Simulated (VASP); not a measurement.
Here is a VASP 6.6.1 calculation.

File INCAR:

```
PREC = Accurate
ENCUT = 520
EDIFF = 1E-8
ISMEAR = 0
SIGMA = 0.01
LREAL = False
LASPH = True
NELM = 60
ALGO = Normal
ISIF = 2
LWAVE = False
LCHARG = False
GGA = PS
LEFG = True
NBANDS = 41
```

File KPOINTS:

```
regular mesh
0
Gamma
  6 6 6
```

File POSCAR:

```
AlGa3As4
1.0
    5.6636625033      0.0000000000      0.0000000000
    0.0000000000      5.6636625033      0.0000000000
    0.0000000000      0.0000000000      5.6636625033
Al Ga As
1 3 4
Direct
    0.0000000000      0.0000000000      0.0000000000
    0.5000000000      0.5000000000      0.0000000000
    0.5000000000      0.0000000000      0.5000000000
    0.0000000000      0.5000000000      0.5000000000
    0.7500008592      0.7500008592      0.2499991408
    0.7500008592      0.2499991408      0.7500008592
    0.2499991408      0.7500008592      0.7500008592
    0.2499991408      0.2499991408      0.2499991408
```

Potentials or basis: VASP PAW PBE potentials, release 64 (Al, Ga_d, As).

Command:

```console
$ cat potpaw_PBE.64/Al/POTCAR potpaw_PBE.64/Ga_d/POTCAR potpaw_PBE.64/As/POTCAR > POTCAR
$ mpirun -np 1 vasp_std > vasp.out
```

Problem. Estimate the pressure.

Solution. 0.2 GPa.

Problem. Estimate the band gap on the k mesh.

Solution. 0.76 eV.

Electric field gradients, principal values (V/Å²):
| atom | least | middle | greatest (by size) |
| --- | --- | --- | --- |
| 1 Al | 0.000 | 0.000 | 0.000 |
| 2 Ga | -0.249 | -0.249 | 0.497 |
| 3 Ga | -0.249 | -0.249 | 0.497 |
| 4 Ga | -0.249 | -0.249 | 0.497 |
| 5 As | 22.977 | 22.977 | -45.955 |
| 6 As | 22.977 | 22.977 | -45.955 |
| 7 As | 22.977 | 22.977 | -45.955 |
| 8 As | 22.977 | 22.977 | -45.955 |

Caveat: without QUAD_EFG the Cq values of the log hold for a quadrupole moment of 1 mb, not for the nuclei; the PAW data sets were made with another functional, which shifts forces and pressure a little. A k mesh can miss the band edges.
